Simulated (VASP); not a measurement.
# Au (Fd-3m) in VASP: further runs

The runs below take Au through single point, with PBE.

Everything below comes from runs of VASP 6.6.1. Logs are shortened: lines on timing, memory, paths and dates and some standing lists are left out, and cuts for length are marked.

## 1. The cell of the first run

It takes space group Fd-3m (No. 227, cubic). Conventional cell: a = 5.140 Å, b = 5.140 Å, c = 5.140 Å, α = 90.00°, β = 90.00°, γ = 90.00°. Within 2.9 Å of Au (site symmetry -43m) lie 4 Au at 2.23 Å.

## 2. Single point, PBE (volume scaled by 0.58)

Contents of INCAR:

```
  ALGO = Normal
  EDIFF = 1E-6
  ENCUT = 520
  GGA = PE
  ISIF = 2
  ISMEAR = -1
  LASPH = T
  LCHARG = T
  LELF = T
  LREAL = F
  LVHAR = T
  LWAVE = F
  NBANDS = 18
  NELM = 80
  PREC = Accurate
  SIGMA = 0.05
```

Contents of KPOINTS:

```
k-points
0
Gamma
  12 12 12
```

Contents of POSCAR:

```
Au
1.0
    0.0000000000      2.5698079636      2.5698079636
    2.5698079636      0.0000000000      2.5698079636
    2.5698079636      2.5698079636      0.0000000000
Au
2
Direct
   -0.1250000000     -0.1250000000     -0.1250000000
    0.1250000000      0.1250000000      0.1250000000
```

Potentials or basis: VASP PAW PBE potentials, release 64 (Au).

The run is started by

```
> cat potpaw_PBE.64/Au/POTCAR > POTCAR
> mpirun -np 1 vasp_std > vasp.out
```

OUTCAR:

```text
EDIFF = 1E-6
   ENCUT = 520
   GGA = PE
   ISIF = 2
   ISMEAR = -1
   LASPH = T
   LREAL = F
   NELM = 80
   PREC = Accurate

 ion  position               nearest neighbor table
   1  0.875  0.875  0.875-   2 2.23   2 2.23   2 2.23   2 2.23
   2  0.125  0.125  0.125-   1 2.23   1 2.23   1 2.23   1 2.23

  LATTYP: Found a face centered cubic cell.
 ALAT       =     5.1396159272

  Lattice vectors:

 A1 = (   0.0000000000,   2.5698079636,   2.5698079636)
 A2 = (   2.5698079636,   0.0000000000,   2.5698079636)
 A3 = (   2.5698079636,   2.5698079636,   0.0000000000)

Analysis of symmetry for initial positions (statically):
=====================================================================
 Subroutine PRICEL returns:
 Original cell was already a primitive cell.

 Routine SETGRP: Setting up the symmetry group for a
 face centered cubic supercell.

 Subroutine GETGRP returns: Found 48 space group operations
 (whereof 12 operations were pure point group operations)
 out of a pool of 48 trial point group operations.

The static configuration has the point symmetry D_3d.
 The point group associated with its full space group is O_h .

Analysis of symmetry for dynamics (positions and initial velocities):
=====================================================================
 Subroutine PRICEL returns:
 Original cell was already a primitive cell.

 Routine SETGRP: Setting up the symmetry group for a
 face centered cubic supercell.

 Subroutine GETGRP returns: Found 48 space group operations
 (whereof 12 operations were pure point group operations)
 out of a pool of 48 trial point group operations.

The dynamic configuration has the point symmetry D_3d.
 The point group associated with its full space group is O_h .

 Subroutine INISYM returns: Found 48 space group operations
 (whereof 12 operations are pure point group operations),
 and found     1 'primitive' translations

----------------------------------------------------------------------------------------

                                     Primitive cell

  volume of cell :      33.9416

  direct lattice vectors                    reciprocal lattice vectors
     0.000000000  2.569807964  2.569807964    -0.194567068  0.194567068  0.194567068
[... 74 lines left out ...]
   NGX,Y,Z   is equivalent  to a cutoff of  12.81, 12.81, 12.81 a.u.
   NGXF,Y,Z  is equivalent  to a cutoff of  25.62, 25.62, 25.62 a.u.
 SYSTEM =  unknown system
   PREC   = accura    normal or accurate (medium, high low for compatibility)
   ISTART =      0    job   : 0-new  1-cont  2-samecut
   ICHARG =      2    charge: 1-file 2-atom 10-const
   ISPIN  =      1    spin polarized calculation?
   LNONCOLLINEAR =      F non collinear calculations
   LSORBIT =      F    spin-orbit coupling
   LASPH  =      T    aspherical Exc in radial PAW
   ENCUT  =  520.0 eV  38.22 Ry    6.18 a.u.   6.76  6.76  6.76*2*pi/ulx,y,z
   NELM   =     80;   NELMIN=  2; NELMDL= -5     # of ELM steps
   EDIFF  = 0.1E-05   stopping-criterion for ELM
   LREAL  =      F    real-space projection
   EDIFFG = 0.1E-04   stopping-criterion for IOM
   NSW    =      0    number of steps for IOM
   IBRION =     -1    ionic relax: 0-MD 1-quasi-New 2-CG
   NFREE  =      0    steps in history (QN), initial steepest desc. (CG)
   ISIF   =      2    stress and relaxation
   ISYM   =      2    0-nonsym 1-usesym 2-fastsym
   POTIM  = 0.5000    time-step for ionic-motion
   TEBEG  =    0.0;   TEEND  =   0.0 temperature during run
   PSTRESS=    0.0 pullay stress
   NELECT =      22.0000    total number of electrons
   NUPDOWN=      -1.0000    fix difference up-down
   EMIN   =  10.00;   EMAX   =-10.00  energy-range for DOS
   EFERMI =   0.00;   METHOD = LEGACY
   ISMEAR =    -1;   SIGMA  =   0.05  broadening in eV -4-tet -1-fermi 0-gaus
   EFERMI_NEDOS =   21; number of points for ismear=-14 and -15
   IALGO  =     38    algorithm
   IMIX   =      4    mixing-type and parameters
     AMIX     =   0.40;   BMIX     =  1.00
     AMIX_MAG =   1.60;   BMIX_MAG =  1.00
  volume/ion in A,a.u.               =      16.97       114.52
  Fermi-wavevector in a.u.,A,eV,Ry     =   1.416789  2.677342 27.310838  2.007290
  Thomas-Fermi vector in A             =   2.538087
   LORBIT       =      0    0 simple, 1 ext, 2 COOP (PROOUT), +10 PAW based schemes
   GGA     = PE    functional components
   LHFCALC =     F    Hartree Fock is set to
   AEXX    =    0.0000 exact exchange contribution
   IVDW    =     0    specifies the selected vdW correction
   LEPSILON=     F    determine dielectric tensor
   LRPA    =     F    only Hartree local field effects (RPA)
 non-spin polarized calculation
  energy-cutoff  :      520.00
  volume of cell :       33.94
 maximum number of plane-waves:       941
   NGX = 13   NGY = 13   NGZ = 13

 number of electron      21.9999998 magnetization

 Free energy of the ion-electron system (eV)
  ---------------------------------------------------
  ext. energy  EPLUGINS =         0.00000000
  ---------------------------------------------------
  free energy    TOTEN  =         0.65432307 eV

  energy without entropy =        0.66471780  energy(sigma->0) =        0.65952043

 E-fermi :   9.9603     XC(G=0): -12.3409

 val. band max:        9.9461635105   @ k =  -0.3333   0.4167   0.0833
 cond. band min:       9.9869901143   @ k =   0.5000   0.4167   0.0000
 fundamental gap:      0.0408266038
 Fermi energy:         9.9602835548

 k-point     1 :       0.0000    0.0000    0.0000
  band No.  band energies     occupation
      1      -0.3558      2.00000
      2       1.9912      2.00000
      3       1.9912      2.00000
      4       2.4866      2.00000
      5       2.4866      2.00000
      6       2.4866      2.00000
[... 481 lines left out ...]
      5       2.9624      2.00000
      6       3.2990      2.00000
[... 10 lines left out ...]
     17      26.0240      0.00000
     18      27.1202      0.00000

 [... further k-points ...]
[... 5 lines left out ...]
  --------------------------------------------------------------------------------------
  -------------------------------------------------------------------------------------
  Total       27.7459170     27.7459170     27.7459170      0.0000000      0.0000000      0.0000000
  in kB     1309.7175797   1309.7175797   1309.7175797      0.0000000      0.0000000      0.0000000
  external PRESSURE =    1309.7175797 kB  Pullay stress =       0.0000000 kB

 VOLUME and BASIS-vectors are now :
 -----------------------------------------------------------------------------
  energy-cutoff  :      520.00
  volume of cell :       33.94
      direct lattice vectors                 reciprocal lattice vectors
     0.000000000  2.569807964  2.569807964    -0.194567068  0.194567068  0.194567068
     2.569807964  0.000000000  2.569807964     0.194567068 -0.194567068  0.194567068
     2.569807964  2.569807964  0.000000000     0.194567068  0.194567068 -0.194567068

 POSITION                                       TOTAL-FORCE (eV/Angst)
 -----------------------------------------------------------------------------------
      4.49716      4.49716      4.49716         0.000000      0.000000      0.000000
      0.64245      0.64245      0.64245        -0.000000     -0.000000     -0.000000
 -----------------------------------------------------------------------------------
    total drift:                                0.000000     -0.000000     -0.000000

  FREE ENERGIE OF THE ION-ELECTRON SYSTEM (eV)
  ---------------------------------------------------
  free  energy   TOTEN  =         0.6543230704 eV

  energy  without entropy=        0.6647177990  energy(sigma->0) =        0.65952043
```

It took 30 s on 1 thread of Intel Xeon Platinum 8259CL at 2.50GHz (Skylake/Cascade Lake), shared host; peak memory 0.17 GiB.

What came out:

| Item | Value |
| --- | --- |
| Free energy | 0.6543 eV |
| Pressure | 131.0 GPa |
| Band gap on the k mesh | zero (band 11 reaches 10.59 eV, above the bottom of band 12 at 9.85 eV) |

Caveat: spin-orbit coupling is left out, which moves the levels of the heavy elements.

## 3. Single point, PBE (volume scaled by 0.58)

Contents of INCAR:

```
SYSTEM = Au
  PREC = Accurate
  ENCUT = 520
  EDIFF = 1E-6
  ISMEAR = -1
  SIGMA = 0.05
  LREAL = .FALSE.
  LASPH = .TRUE.
  NELM = 60
  ALGO = Normal
  ISIF = 2
  LWAVE = .FALSE.
  LCHARG = .FALSE.
  GGA = PE
  NBANDS = 18
```

Contents of KPOINTS:

```
Automatic mesh
0
G
  12 12 12
  0 0 0
```

POSCAR is that of step 2.

Potentials or basis: VASP PAW PBE potentials, release 64 (Au).

The run is started by

```
> cat potpaw_PBE.64/Au/POTCAR > POTCAR
> mpirun -np 1 vasp_std > vasp.out
```

It took 30 s on 1 thread of Intel Xeon Platinum 8259CL at 2.50GHz (Skylake/Cascade Lake), shared host; peak memory 0.17 GiB.

The run converged. Its results:

| Quantity | Value |
| --- | --- |
| Free energy | 0.6543 eV |
| Pressure | 131.0 GPa |
| Band gap on the k mesh | zero (band 11 reaches 10.59 eV, above the bottom of band 12 at 9.85 eV) |

Levels at points of the mesh, in eV from the Fermi level:
| k point | band 8 | band 9 | band 10 | band 11 | band 12 | band 13 | band 14 | band 15 |
| --- | --- | --- | --- | --- | --- | --- | --- | --- |
| (0.00, 0.00, 0.00) | -3.95 | -3.95 | -1.20 | -1.20 | 11.30 | 11.52 | 12.97 | 12.97 |
| (0.50, 0.00, 0.00) | -3.19 | -3.19 | -1.77 | -1.77 | -0.04 | 9.25 | 9.25 | 9.65 |
| (0.50, 0.50, 0.00) | -4.99 | -1.40 | -1.40 | 0.63 | 0.63 | 3.41 | 3.41 | 10.43 |

Caveat: spin-orbit coupling is left out, which moves the levels of the heavy elements.

## 4. Single point, PBE (volume scaled by 0.68)

Contents of INCAR:

```
SYSTEM = Au
  ALGO = Normal
  EDIFF = 1E-6
  ENCUT = 520
  GGA = PE
  ISIF = 2
  ISMEAR = -1
  LASPH = .True.
  LCHARG = .True.
  LELF = .True.
  LREAL = .False.
  LVHAR = .True.
  LWAVE = .False.
  NBANDS = 18
  NELM = 60
  PREC = Accurate
  SIGMA = 0.05
```

Contents of KPOINTS:

```
k-points
0
Gamma
  12 12 12
  0 0 0
```

Contents of POSCAR:

```
Au
1.0
    0.0000000000      2.7097401337      2.7097401337
    2.7097401337      0.0000000000      2.7097401337
    2.7097401337      2.7097401337      0.0000000000
Au
2
Direct
   -0.1250000000     -0.1250000000     -0.1250000000
    0.1250000000      0.1250000000      0.1250000000
```

The run is started by

```
> cat potpaw_PBE.64/Au/POTCAR > POTCAR
> mpirun -np 1 vasp_std > vasp.out
```

Run time: 40 s. Hardware: 1 thread of Intel Xeon Platinum 8259CL at 2.50GHz (Skylake/Cascade Lake), shared host; peak memory 0.19 GiB.

It converged, with:

```yaml
Free_energy: -2.6892 eV
Pressure: 60.5 GPa
Band_gap_on_the_k_mesh: zero (band 11 reaches 7.88 eV, above the bottom of band 12 at 7.20 eV)
```

Levels at points of the mesh, in eV from the Fermi level:
```csv
k point,band 7,band 8,band 9,band 10,band 11,band 12,band 13,band 14,band 15,band 16
"(0.00, 0.00, 0.00)",-3.30,-3.30,-3.30,-1.23,-1.23,10.90,11.04,12.42,12.42,12.42
"(0.50, 0.00, 0.00)",-2.74,-2.74,-2.40,-1.62,-1.62,-0.12,8.34,8.34,9.85,12.52
"(0.50, 0.50, 0.00)",-4.09,-4.09,-1.32,-1.32,0.54,0.54,3.55,3.55,9.65,9.65
```

Caveat: spin-orbit coupling is left out, which moves the levels of the heavy elements.

## 5. Single point, PBE (volume scaled by 0.68)

Contents of INCAR:

```
PREC     = Accurate       # precision mode
ENCUT    = 520            # plane-wave cutoff, eV
EDIFF    = 1E-6           # SCF threshold, eV
ISMEAR   = -1             # smearing method
SIGMA    = 0.05           # smearing width, eV
LREAL    = False          # projectors in reciprocal space
LASPH    = True           # aspherical terms in the spheres
NELM     = 60             # most SCF steps
ALGO     = Normal         # electronic algorithm
ISIF     = 2              # what is computed and relaxed
LWAVE    = False          # write WAVECAR
LCHARG   = False          # write CHGCAR
GGA      = PE             # functional
NBANDS   = 18             # bands
```

Contents of KPOINTS:

```
regular mesh
0
Gamma
  12 12 12
```

POSCAR is that of step 4.

The run is started by

```
> cat potpaw_PBE.64/Au/POTCAR > POTCAR
> mpirun -np 1 vasp_std > vasp.out
```

Wall time 39 s (1 thread of Intel Xeon Platinum 8259CL at 2.50GHz (Skylake/Cascade Lake), shared host); peak memory 0.19 GiB.

Results (log left out):

| Property | Result |
| --- | --- |
| Free energy | -2.6892 eV |
| Pressure | 60.5 GPa |
| Band gap on the k mesh | zero (band 11 reaches 7.88 eV, above the bottom of band 12 at 7.20 eV) |

Levels at points of the mesh, in eV from the Fermi level:
```csv
k point,band 9,band 10,band 11,band 12,band 13,band 14
"(0.00, 0.00, 0.00)",-3.30,-1.23,-1.23,10.90,11.04,12.42
"(0.50, 0.00, 0.00)",-2.40,-1.62,-1.62,-0.12,8.34,8.34
"(0.50, 0.50, 0.00)",-1.32,-1.32,0.54,0.54,3.55,3.55
```

Caveat: spin-orbit coupling is left out, which moves the levels of the heavy elements.
